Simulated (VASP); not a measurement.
# Lu (P6/mmm) in VASP: further runs, part 2 of 2

VASP 6.6.1. The steps go on from the part before.

## Step 3: Single point, BLYP (26.16 Å³/atom)

This run uses another cell than the first one, of 26.16 Å³/atom.

Contents of INCAR:

```
SYSTEM = Lu
PREC = Accurate
ENCUT = 520
EDIFF = 1E-6
ISMEAR = -1
SIGMA = 0.1
LREAL = .False.
LASPH = .True.
NELM = 80
ALGO = Normal
ISIF = 2
LWAVE = .False.
LCHARG = .False.
GGA = B5
ALDAX = 1.0
AGGAX = 1.0
AGGAC = 1.0
ALDAC = 0.0
NBANDS = 44
```

Contents of KPOINTS:

```
regular mesh
0
Gamma
  8 8 10
  0 0 0
```

Contents of POSCAR:

```
Lu
1.0
    5.2430927573      0.0000000000      0.0000000000
   -2.6215463786      4.5406515222      0.0000000000
    0.0000000000      0.0000000000      3.2966116202
Lu
3
Direct
    1.0000000000      1.0000000000      0.0000000000
    0.3333333333      0.6666666667      0.5000000000
    0.6666666667      0.3333333333      0.5000000000
```

Potentials or basis: VASP PAW PBE potentials, release 64 (Lu).

Started as:

```console
$ cat potpaw_PBE.64/Lu/POTCAR > POTCAR
$ mpirun -np 1 vasp_std > vasp.out
```

Run time: 8.3 min. Hardware: 1 thread of Intel Xeon 8259CL, shared host; peak memory 0.31 GiB.

It converged, with:

```yaml
Free_energy: -10.1004 eV
Pressure: 7.0 GPa
Band_gap_on_the_k_mesh: zero (an odd number of electrons rules out a gap without spin polarisation)
```

Stress tensor (GPa, compression positive):
```
7.20 0.00 0.00
0.00 7.20 0.00
0.00 0.00 6.45
```

Levels at points of the mesh, in eV from the Fermi level:
```
           k point  band 35  band 36  band 37  band 38  band 39  band 40  band 41  band 42
(0.00, 0.00, 0.00)    -1.35     0.14     0.14     0.19     0.19     0.26     2.16     3.02
(0.50, 0.00, 0.00)    -3.63    -2.46     0.51     0.68     0.71     1.22     1.40     1.87
(0.00, 0.00, 0.50)    -1.51    -1.37    -1.37    -0.83    -0.83     2.16     2.16     2.70
(0.50, 0.00, 0.50)    -2.01    -0.98    -0.32    -0.04     0.05     0.88     1.62     1.96
```

Caveat: the cell stands under pressure; the PAW data sets were made with another functional, which shifts forces and pressure a little; spin-orbit coupling is left out, which moves the levels of the heavy elements.

## Step 4: Single point, BLYP (27.35 Å³/atom)

This run uses another cell than the first one, of 27.35 Å³/atom.

Contents of INCAR:

```
AGGAC = 1.0
AGGAX = 1.0
ALDAC = 0.0
ALDAX = 1.0
ALGO = Normal
EDIFF = 1E-6
ENCUT = 520
GGA = B5
ISIF = 2
ISMEAR = -1
LASPH = T
LCHARG = F
LREAL = F
LWAVE = F
NBANDS = 44
NELM = 60
PREC = Accurate
SIGMA = 0.1
```

Contents of KPOINTS:

```
k-points
0
Gamma
  8 8 10
```

Contents of POSCAR:

```
Lu
1.0
    5.3213594119      0.0000000000      0.0000000000
   -2.6606797059      4.6084324334      0.0000000000
    0.0000000000      0.0000000000      3.3458220338
Lu
3
Direct
    1.0000000000      1.0000000000      0.0000000000
    0.3333333333      0.6666666667      0.5000000000
    0.6666666667      0.3333333333      0.5000000000
```

Potentials or basis: VASP PAW PBE potentials, release 64 (Lu).

Started as:

```console
$ cat potpaw_PBE.64/Lu/POTCAR > POTCAR
$ mpirun -np 1 vasp_std > vasp.out
```

OUTCAR:

```text
EDIFF = 1E-6
   ENCUT = 520
   GGA = B5
   ISIF = 2
   ISMEAR = -1
   LASPH = T
   LREAL = F
   NELM = 60
   PREC = Accurate

 ion  position               nearest neighbor table
   1  0.000  0.000  0.000-   2 3.50   3 3.50   2 3.50   3 3.50   2 3.50   2 3.50   3 3.50   3 3.50
                             3 3.50   3 3.50   2 3.50   2 3.50
   2  0.333  0.667  0.500-   3 3.07   3 3.07   3 3.07   1 3.50   1 3.50   1 3.50   1 3.50   1 3.50
                             1 3.50
[... 1329 lines left out ...]
  Direction    XX          YY          ZZ          XY          YZ          ZX
  --------------------------------------------------------------------------------------
  -------------------------------------------------------------------------------------
  Total        2.3345064      2.3345064      2.1126109      0.0000000      0.0000000     -0.0000000
  in kB       45.5855295     45.5855295     41.2526120      0.0000000      0.0000000     -0.0000000
  external PRESSURE =      44.1412237 kB  Pullay stress =       0.0000000 kB

 VOLUME and BASIS-vectors are now :
 -----------------------------------------------------------------------------
  energy-cutoff  :      520.00
  volume of cell :       82.05
      direct lattice vectors                 reciprocal lattice vectors
     5.321359412  0.000000000  0.000000000     0.187921905  0.108496763  0.000000000
    -2.660679706  4.608432433  0.000000000     0.000000000  0.216993525  0.000000000
     0.000000000  0.000000000  3.345822034     0.000000000  0.000000000  0.298880212

 POSITION                                       TOTAL-FORCE (eV/Angst)
 -----------------------------------------------------------------------------------
      0.00000      0.00000      0.00000         0.000000     -0.000000      0.000000
     -0.00000      3.07229      1.67291         0.000000      0.000000      0.000000
      2.66068      1.53614      1.67291        -0.000000     -0.000000      0.000000
 -----------------------------------------------------------------------------------
    total drift:                               -0.000000      0.000000      0.000000

  FREE ENERGIE OF THE ION-ELECTRON SYSTEM (eV)
  ---------------------------------------------------
  free  energy   TOTEN  =       -10.2286452129 eV

  energy  without entropy=      -10.0679237165  energy(sigma->0) =      -10.14828446
```

OSZICAR:

```text
N       E                     dE             d eps       ncg     rms          rms(c)
DAV:   1     0.622161371048E+03    0.62216E+03   -0.26194E+04  7184   0.562E+03
DAV:   2     0.763280182088E+02   -0.54583E+03   -0.52367E+03  6904   0.832E+02
DAV:   3     0.832640248034E+00   -0.75495E+02   -0.73803E+02  5804   0.198E+02
DAV:   4    -0.100532193406E+02   -0.10886E+02   -0.10712E+02  8104   0.570E+01
DAV:   5    -0.105785094979E+02   -0.52529E+00   -0.52440E+00  8416   0.120E+01    0.687E+00
DAV:   6    -0.102447891766E+02    0.33372E+00   -0.16280E+00  7772   0.157E+01    0.281E+00
DAV:   7    -0.102275016064E+02    0.17288E-01   -0.31308E-01  8184   0.581E+00    0.657E-01
DAV:   8    -0.102269025645E+02    0.59904E-03   -0.32774E-02  8984   0.743E+00    0.170E-01
DAV:   9    -0.102279814829E+02   -0.10789E-02   -0.51851E-03  6780   0.626E-01    0.122E-01
DAV:  10    -0.102286635031E+02   -0.68202E-03   -0.21420E-03  6936   0.347E-01    0.428E-02
DAV:  11    -0.102286400459E+02    0.23457E-04   -0.53277E-04  6792   0.238E-01    0.176E-02
DAV:  12    -0.102286442263E+02   -0.41804E-05   -0.69719E-05  8860   0.111E-01    0.824E-03
DAV:  13    -0.102286452486E+02   -0.10222E-05   -0.94730E-06  6808   0.374E-02    0.374E-03
DAV:  14    -0.102286452129E+02    0.35663E-07   -0.19049E-06  3896   0.130E-02
   1 F= -.10228645E+02 E0= -.10148284E+02  d E =-.160721E+00
```

Wall time 8.5 min (1 thread of Intel Xeon 8259CL, shared host); peak memory 0.32 GiB.

Results:

```
Free energy            : -10.2286 eV
Pressure               : 4.4 GPa
Band gap on the k mesh : zero (an odd number of electrons rules out a gap without spin polarisation)
```

Stress tensor (GPa, compression positive):
```
4.56 0.00 0.00
0.00 4.56 0.00
0.00 0.00 4.13
```

Levels at points of the mesh, in eV from the Fermi level:
```
           k point  band 36  band 37  band 38  band 39  band 40  band 41
(0.00, 0.00, 0.00)     0.10     0.10     0.15     0.15     0.22     2.09
(0.50, 0.00, 0.00)    -2.38     0.52     0.69     0.73     1.21     1.22
(0.00, 0.00, 0.50)    -1.25    -1.25    -0.76    -0.76     2.09     2.09
(0.50, 0.00, 0.50)    -0.90    -0.27    -0.09     0.04     0.72     1.61
```

Caveat: the cell stands under pressure; the PAW data sets were made with another functional, which shifts forces and pressure a little; spin-orbit coupling is left out, which moves the levels of the heavy elements.

## Step 5: Single point, BLYP (28.54 Å³/atom)

This run uses another cell than the first one, of 28.54 Å³/atom.

Contents of INCAR:

```
PREC = Accurate ; ENCUT = 520
EDIFF = 1E-7 ; ISMEAR = -1
SIGMA = 0.1 ; LREAL = F
LASPH = T ; NELM = 60
ALGO = Normal ; ISIF = 2
LWAVE = F ; LCHARG = F
GGA = B5 ; ALDAX = 1.0
AGGAX = 1.0 ; AGGAC = 1.0
ALDAC = 0.0 ; NBANDS = 44
```

Contents of KPOINTS:

```
Automatic mesh
0
Gamma
  8 8 10
```

Contents of POSCAR:

```
Lu
1.0
    5.3973891041      0.0000000000      0.0000000000
   -2.6986945520      4.6742760783      0.0000000000
    0.0000000000      0.0000000000      3.3936259499
Lu
3
Direct
    1.0000000000      1.0000000000      0.0000000000
    0.3333333333      0.6666666667      0.5000000000
    0.6666666667      0.3333333333      0.5000000000
```

Started as:

```console
$ cat potpaw_PBE.64/Lu/POTCAR > POTCAR
$ mpirun -np 1 vasp_std > vasp.out
```

Run time: 8.9 min. Hardware: 1 thread of Intel Xeon 8259CL, shared host; peak memory 0.32 GiB.

Results (log left out):

```yaml
Free_energy: -10.3013 eV
Pressure: 2.1 GPa
Band_gap_on_the_k_mesh: zero (an odd number of electrons rules out a gap without spin polarisation)
```

Stress tensor (GPa, compression positive):
```
2.14 0.00 0.00
0.00 2.14 0.00
0.00 0.00 1.93
```

Levels at points of the mesh, in eV from the Fermi level:
| k point | band 36 | band 37 | band 38 | band 39 | band 40 | band 41 |
| --- | --- | --- | --- | --- | --- | --- |
| (0.00, 0.00, 0.00) | 0.06 | 0.06 | 0.11 | 0.11 | 0.18 | 2.02 |
| (0.50, 0.00, 0.00) | -2.31 | 0.53 | 0.69 | 0.74 | 1.06 | 1.19 |
| (0.00, 0.00, 0.50) | -1.15 | -1.15 | -0.70 | -0.70 | 2.03 | 2.03 |
| (0.50, 0.00, 0.50) | -0.83 | -0.22 | -0.13 | 0.02 | 0.58 | 1.59 |

Caveat: the PAW data sets were made with another functional, which shifts forces and pressure a little; spin-orbit coupling is left out, which moves the levels of the heavy elements.

## Step 6: Single point, BLYP (29.73 Å³/atom)

Contents of INCAR:

```
SYSTEM = Lu
  AGGAC = 1.0
  AGGAX = 1.0
  ALDAC = 0.0
  ALDAX = 1.0
  ALGO = Normal
  EDIFF = 1E-6
  ENCUT = 520
  GGA = B5
  ISIF = 2
  ISMEAR = -1
  LASPH = .TRUE.
  LCHARG = .TRUE.
  LELF = .TRUE.
  LREAL = .FALSE.
  LVHAR = .TRUE.
  LWAVE = .FALSE.
  NBANDS = 44
  NELM = 60
  PREC = Accurate
  SIGMA = 0.1
```

Contents of KPOINTS:

```
k-points
0
G
  8 8 10
  0 0 0
```

Contents of POSCAR:

```
Lu
1.0
    5.4713351300      0.0000000000      0.0000000000
   -2.7356675650      4.7383152152      0.0000000000
    0.0000000000      0.0000000000      3.4401197542
Lu
3
Direct
    1.0000000000      1.0000000000      0.0000000000
    0.3333333333      0.6666666667      0.5000000000
    0.6666666667      0.3333333333      0.5000000000
```

Potentials or basis: VASP PAW PBE potentials, release 64 (Lu).

Started as:

```console
$ cat potpaw_PBE.64/Lu/POTCAR > POTCAR
$ mpirun -np 1 vasp_std > vasp.out
```

Run time: 5.7 min. Hardware: 1 thread of Intel Xeon 8259CL, shared host; peak memory 0.34 GiB.

The run converged. Its results:

* Free energy: -10.3274 eV
* Pressure: 0.1 GPa
* Band gap on the k mesh: zero (an odd number of electrons rules out a gap without spin polarisation)

Levels at points of the mesh, in eV from the Fermi level:
| k point | band 34 | band 35 | band 36 | band 37 | band 38 | band 39 | band 40 | band 41 | band 42 | band 43 |
| --- | --- | --- | --- | --- | --- | --- | --- | --- | --- | --- |
| (0.00, 0.00, 0.00) | -4.95 | -1.11 | 0.03 | 0.03 | 0.07 | 0.07 | 0.14 | 1.95 | 2.76 | 2.76 |
| (0.50, 0.00, 0.00) | -3.65 | -3.62 | -2.25 | 0.53 | 0.70 | 0.75 | 0.93 | 1.17 | 1.72 | 2.16 |
| (0.00, 0.00, 0.50) | -2.60 | -1.64 | -1.05 | -1.05 | -0.65 | -0.65 | 1.96 | 1.96 | 2.32 | 2.32 |
| (0.50, 0.00, 0.50) | -1.96 | -1.92 | -0.77 | -0.17 | -0.16 | 0.00 | 0.46 | 1.57 | 1.76 | 2.01 |

Caveat: the PAW data sets were made with another functional, which shifts forces and pressure a little; spin-orbit coupling is left out, which moves the levels of the heavy elements.

## Step 7: Summary

| cell | k mesh | gap on the mesh (eV) | pressure (GPa) |
| --- | --- | --- | --- |
| a = 5.471, b = 5.471, c = 3.440 Å, angles 90.0, 90.0, 120.0°, 3 atoms | 9 × 9 × 12 | none | 0.2 |
| a = 5.243, b = 5.243, c = 3.297 Å, angles 90.0, 90.0, 120.0°, 3 atoms | 8 × 8 × 10 | none | 7.0 |
| a = 5.321, b = 5.321, c = 3.346 Å, angles 90.0, 90.0, 120.0°, 3 atoms | 8 × 8 × 10 | none | 4.4 |
| a = 5.397, b = 5.397, c = 3.394 Å, angles 90.0, 90.0, 120.0°, 3 atoms | 8 × 8 × 10 | none | 2.1 |
| a = 5.471, b = 5.471, c = 3.440 Å, angles 90.0, 90.0, 120.0°, 3 atoms | 8 × 8 × 10 | none | 0.1 |

Alike in all rows: task single point; level BLYP; potentials or basis VASP PAW PBE potentials, release 64 (Lu); no spin polarisation; cutoff (eV) 520; smearing fermi-dirac 0.1 eV.

Caveats: the PAW data sets were made with another functional, which shifts forces and pressure a little; spin-orbit coupling is left out, which moves the levels of the heavy elements; the cell stands under pressure (at least some runs).

Absolute energies hang on the potentials; compare differences alone.
